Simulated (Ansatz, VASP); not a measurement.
# One calculation of W3Cl, two programs

```
W Cl
1.0
     1.56928   -2.37200    0.00000
     1.56928    2.37200    0.00000
     0.00000    0.00000    8.90881
W Cl
3 1
Cartesian
  0.0000 0.0000 0.0000
  1.5693 0.0000 6.7497
  1.5693 0.0000 2.1591
  0.0000 0.0000 4.4544
```

Alike in both runs: functional PBE; k mesh 7 × 7 × 2; occupations gaussian, width 0.2 eV; no spin polarisation.

Ansatz relaxed the structure, and its values are those at the end. VASP's run is a single point on that final structure, the one shown.

|  | VASP | Ansatz |
| --- | --- | --- |
| version | VASP 6.6.1 | Ansatz 0.2.0 |
| potentials or method | VASP PAW PBE potentials, release 64 (W_sv, Cl), cutoff 520 eV | scalar-relativistic, plane waves, PAW |
| valence electrons in the cell | 49 | 49 |

```tsv
	VASP	Ansatz	Ansatz less VASP
gap on the k mesh at the Fermi level (eV)	none	none	-
pressure (GPa)	-0.1	-0.4	-0.31
rms of the force components (eV/Å)	0.010	0.014	+0.0043
```

A gap of «none» marks a metal or a gap that the smearing closes.

Spin-orbit coupling is off throughout.
